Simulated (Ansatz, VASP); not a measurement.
HfN: VASP beside Ansatz

```
Hf N
1.0
     3.15943    0.00000    0.00000
     0.00000    3.15943    0.00000
     0.00000    0.00000   20.46810
Hf N
3 3
Direct
  0.25000 0.25000 0.39680
  0.75000 0.75000 0.50000
  0.25000 0.25000 0.60320
  0.75000 0.75000 0.38705
  0.25000 0.25000 0.50000
  0.75000 0.75000 0.61295
```

Alike in both runs: functional LDA; k mesh 13 × 13 × 1; occupations fermi-dirac, width 0.08 eV; no spin polarisation.

Ansatz relaxed the structure, and its values are those at the end. VASP's run is a single point on that final structure, the one shown.

|  | VASP | Ansatz |
| --- | --- | --- |
| version | VASP 6.6.1 | Ansatz 0.2.0 |
| potentials or method | VASP PAW LDA potentials, release 64 (Hf_pv, N) | PAW with Ansatz's default frozen-core files, scalar-relativistic |
| plane-wave cutoff (eV) | 520 | 420 |
| valence electrons in the cell | 45 | 93 |

```tsv
	VASP	Ansatz	Ansatz less VASP
rms of the force components (eV/Å)	0.018	0.001	-0.0161
```

LDA's correlation is that of Perdew and Zunger in VASP and of Perdew and Wang (1992) in Ansatz. VASP's potentials hold 45 valence electrons a cell and Ansatz's 93, so a difference there can come from the potentials and not from the codes. Ansatz's warnings: stress scf threshold loose.

Spin-orbit coupling is off throughout.
